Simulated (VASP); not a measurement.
A run of VASP 6.6.1 is set up as follows.

Contents of INCAR:

```
PREC = Accurate
ENCUT = 500
EDIFF = 1E-6
ISMEAR = 0
SIGMA = 0.2
LREAL = False
LASPH = True
NELM = 120
ALGO = Normal
ISIF = 2
LWAVE = False
LCHARG = True
GGA = PE
LELF = True
LVHAR = True
NBANDS = 52
GGA_COMPAT = False
```

KPOINTS

```
regular mesh
0
Gamma
  3 3 3
```

The input POSCAR:

```
GeIrPt6
1.0
    0.0000000000      4.7781254252      4.7781254252
    4.7781254252      0.0000000000      4.7781254252
    4.7781254252      4.7781254252      0.0000000000
Ge Ir Pt
1 1 6
Direct
    0.0000000000      0.0000000000      0.0000000000
    0.5000000000      0.5000000000      0.5000000000
    0.7575176278      0.2424823722      0.2424823722
    0.2424823722      0.7575176278      0.7575176278
    0.2424823722      0.7575176278      0.2424823722
    0.7575176278      0.2424823722      0.7575176278
    0.2424823722      0.2424823722      0.7575176278
    0.7575176278      0.7575176278      0.2424823722
```

Potentials or basis: VASP PAW PBE potentials, release 64 (Ge_d, Ir, Pt).

Run with:

```sh
$ cat potpaw_PBE.64/Ge_d/POTCAR potpaw_PBE.64/Ir/POTCAR potpaw_PBE.64/Pt/POTCAR > POTCAR
$ mpirun -np 1 vasp_std > vasp.out
```

Question: What does it give for the largest force?

Answer: 0.057 eV/Å.

Question: Predict the pressure.

Answer: 0.1 GPa.

Forces on the atoms (eV/Å):
```
Ge   0.000  0.000  0.000
Ir   0.000  0.000  0.000
Pt   0.057  0.000  0.000
Pt  -0.057  0.000  0.000
Pt   0.000  0.057  0.000
Pt   0.000 -0.057  0.000
Pt   0.000  0.000  0.057
Pt   0.000  0.000 -0.057
```

Caveat: the k points lie up to 0.38 Å⁻¹ apart.
